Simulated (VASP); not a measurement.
# NiO (Fm-3m) in VASP: notebook, part 2 of 2

VASP 6.6.1. The steps go on from the part before.

**3. Single point, r2SCAN, collinear spin, ferromagnetic start (8.63 Å³/atom)**

This run uses another cell than the first one, of 8.63 Å³/atom.

POSCAR reads:

```
NiO
1.0
    0.0000000000      2.0514606124      2.0514606124
    2.0514606124      0.0000000000      2.0514606124
    2.0514606124      2.0514606124      0.0000000000
Ni O
1 1
Direct
    0.0000000000      0.0000000000      0.0000000000
    0.5000000000      0.5000000000      0.5000000000
```

INCAR.step1 reads:

```
SYSTEM = NiO
PREC = Accurate
ENCUT = 660
ISMEAR = 0
SIGMA = 0.02
LREAL = .False.
LASPH = .True.
NELM = 200
ISPIN = 2
MAGMOM = 1.84 0.31
LMAXMIX = 4
NBANDS = 23
GGA = PE
ALGO = Normal
EDIFF = 1E-5
LWAVE = .True.
LCHARG = .False.
GGA_COMPAT = .False.
```

INCAR.step2 reads:

```
SYSTEM = NiO
PREC = Accurate
ENCUT = 660
EDIFF = 1E-6
ISMEAR = 0
SIGMA = 0.02
LREAL = .False.
LASPH = .True.
NELM = 200
ALGO = Normal
ISIF = 2
LWAVE = .False.
LCHARG = .True.
ISPIN = 2
MAGMOM = 1.84 0.31
LORBIT = 11
LMAXMIX = 4
METAGGA = R2SCAN
LMIXTAU = .True.
LELF = .True.
LVHAR = .True.
NBANDS = 23
ISTART = 1
GGA_COMPAT = .False.
```

KPOINTS reads:

```
Automatic mesh
0
Gamma
  12 12 12
  0 0 0
```

Potentials or basis: VASP PAW PBE potentials, release 64 (Ni_sv_GW, O).

Run with:

```console
cat potpaw_PBE.64/Ni_sv_GW/POTCAR potpaw_PBE.64/O/POTCAR > POTCAR
cp INCAR.step1 INCAR
mpirun -np 1 vasp_std > vasp.out
cp INCAR.step2 INCAR
mpirun -np 1 vasp_std > vasp.out
```

OUTCAR:

```text
SYSTEM = NiO
   PREC = Accurate
   ENCUT = 660
   EDIFF = 1E-6
   ISMEAR = 0
   LREAL = .False.
   LASPH = .True.
   NELM = 200
   ISIF = 2
   ISPIN = 2
   LORBIT = 11
   METAGGA = R2SCAN
   ISTART = 1

 ion  position               nearest neighbor table
   1  0.000  0.000  0.000-   2 2.05   2 2.05   2 2.05   2 2.05   2 2.05   2 2.05
   2  0.500  0.500  0.500-   1 2.05   1 2.05   1 2.05   1 2.05   1 2.05   1 2.05

  LATTYP: Found a face centered cubic cell.
 ALAT       =     4.1029212248
[... 1466 lines left out ...]
  external PRESSURE =     138.5180552 kB  Pullay stress =       0.0000000 kB

 VOLUME and BASIS-vectors are now :
 -----------------------------------------------------------------------------
  energy-cutoff  :      660.00
  volume of cell :       17.27
      direct lattice vectors                 reciprocal lattice vectors
     0.000000000  2.051460612  2.051460612    -0.243728784  0.243728784  0.243728784
     2.051460612  0.000000000  2.051460612     0.243728784 -0.243728784  0.243728784
     2.051460612  2.051460612  0.000000000     0.243728784  0.243728784 -0.243728784

 POSITION                                       TOTAL-FORCE (eV/Angst)
 -----------------------------------------------------------------------------------
      0.00000      0.00000      0.00000         0.000000      0.000000      0.000000
      2.05146      2.05146      2.05146        -0.000000     -0.000000     -0.000000
 -----------------------------------------------------------------------------------
    total drift:                                0.000000     -0.000000     -0.000000

  FREE ENERGIE OF THE ION-ELECTRON SYSTEM (eV)
  ---------------------------------------------------
  free  energy   TOTEN  =       -21.0607861649 eV

  energy  without entropy=      -21.0607861649  energy(sigma->0) =      -21.06078616

 total charge

# of ion       s       p       d       f       tot
--------------------------------------------------
    1        2.154   6.240   7.753   0.012  16.158
    2        1.551   3.536   0.000   0.000   5.087
--------------------------------------------------
tot          3.705   9.775   7.753   0.012  21.245

 magnetization (x)

# of ion       s       p       d       f       tot
--------------------------------------------------
    1        0.008   0.010   1.680   0.000   1.697
    2        0.031   0.244   0.000   0.000   0.275
--------------------------------------------------
tot          0.038   0.254   1.680   0.000   1.972
```

It took 3.9 min on 1 thread of Intel Xeon Platinum 8488C (Sapphire Rapids), shared host; peak memory 0.21 GiB.

What came out:

```
Free energy                                           : -21.0608 eV
Pressure                                              : 13.9 GPa
Band gap on the k mesh                                : 0.63 eV (least direct gap 1.79 eV)
Net moment                                            : 2.00 μB per cell
Site moments                                          : Ni +1.70; O +0.28 μB
Valence electrons inside the program's atomic spheres : Ni 16.16; O 5.09
```

Levels at points of the mesh, in eV from the valence-band top:
Spin up:
```tsv
k point	band 11	band 12	band 13	band 14	band 15	band 16
(0.00, 0.00, 0.00)	-3.17	-3.17	-3.17	2.37	18.81	19.93
(0.50, 0.00, 0.00)	-1.90	0.00	0.00	6.30	11.35	15.08
(0.50, 0.50, 0.00)	-3.15	-2.26	-2.26	7.02	11.88	12.88
```
Spin down:
```
           k point  band 8  band 9  band 10  band 11  band 12  band 13  band 14  band 15
(0.00, 0.00, 0.00)   -2.50   -2.42    -2.42    -2.42     0.63     0.64     2.96    18.91
(0.50, 0.00, 0.00)   -4.91   -1.37    -1.37    -0.96     3.64     3.65     6.66    12.20
(0.50, 0.50, 0.00)   -4.01   -3.41    -1.28    -1.28     1.15     1.84     7.66    12.54
```

Caveat: the cell stands under pressure; the PAW data sets were made with another functional, which shifts forces and pressure a little; a cell with one magnetic atom can't hold antiferromagnetic order, which such compounds often take.

**4. Single point, r2SCAN, collinear spin, ferromagnetic start**

POSCAR reads:

```
NiO
1.0
    0.0000000000      2.0942116224      2.0942116224
    2.0942116224      0.0000000000      2.0942116224
    2.0942116224      2.0942116224      0.0000000000
Ni O
1 1
Direct
    0.0000000000      0.0000000000      0.0000000000
    0.5000000000      0.5000000000      0.5000000000
```

INCAR.step1 reads:

```
SYSTEM = NiO
  PREC = Accurate
  ENCUT = 660
  ISMEAR = 0
  SIGMA = 0.02
  LREAL = .False.
  LASPH = .True.
  NELM = 200
  ISPIN = 2
  MAGMOM = 1.83 0.32
  LMAXMIX = 4
  NBANDS = 23
  GGA = PE
  ALGO = Normal
  EDIFF = 1E-5
  LWAVE = .True.
  LCHARG = .False.
  GGA_COMPAT = .False.
```

INCAR.step2 reads:

```
SYSTEM = NiO
  PREC = Accurate
  ENCUT = 660
  EDIFF = 1E-6
  ISMEAR = 0
  SIGMA = 0.02
  LREAL = .False.
  LASPH = .True.
  NELM = 200
  ALGO = Normal
  ISIF = 2
  LWAVE = .False.
  LCHARG = .False.
  ISPIN = 2
  MAGMOM = 1.83 0.32
  LORBIT = 11
  LMAXMIX = 4
  METAGGA = R2SCAN
  LMIXTAU = .True.
  NBANDS = 23
  ISTART = 1
  GGA_COMPAT = .False.
```

KPOINTS is that of step 3.

Run with:

```console
cat potpaw_PBE.64/Ni_sv_GW/POTCAR potpaw_PBE.64/O/POTCAR > POTCAR
cp INCAR.step1 INCAR
mpirun -np 1 vasp_std > vasp.out
cp INCAR.step2 INCAR
mpirun -np 1 vasp_std > vasp.out
```

It took 7 min on 1 thread of AMD EPYC 7R13 (Zen 3), shared host; peak memory 0.22 GiB.

Results (log left out):

```
Free energy                                           : -21.1111 eV
Pressure                                              : -1.8 GPa
Band gap on the k mesh                                : 0.85 eV (least direct gap 1.86 eV)
Net moment                                            : 2.00 μB per cell
Site moments                                          : Ni +1.70; O +0.27 μB
Valence electrons inside the program's atomic spheres : Ni 16.10; O 5.05
```

Levels at points of the mesh, in eV from the valence-band top:
Spin up:
```csv
k point,band 10,band 11,band 12,band 13,band 14,band 15,band 16,band 17
"(0.00, 0.00, 0.00)",-3.05,-2.78,-2.78,-2.78,2.10,18.70,19.56,19.56
"(0.50, 0.00, 0.00)",-2.46,-1.79,0.00,0.00,6.27,10.82,14.77,14.77
"(0.50, 0.50, 0.00)",-3.66,-3.11,-2.13,-2.13,6.71,11.54,12.72,17.61
```
Spin down:
```
           k point  band 9  band 10  band 11  band 12  band 13  band 14
(0.00, 0.00, 0.00)   -2.13    -2.13    -2.13     0.85     0.86     2.67
(0.50, 0.00, 0.00)   -1.21    -1.21    -0.85     3.58     3.59     6.62
(0.50, 0.50, 0.00)   -3.04    -1.16    -1.16     1.32     1.86     7.35
```

Caveat: the PAW data sets were made with another functional, which shifts forces and pressure a little; a cell with one magnetic atom can't hold antiferromagnetic order, which such compounds often take. r2SCAN opens gaps a little over a GGA but as a rule still falls short of measured ones.
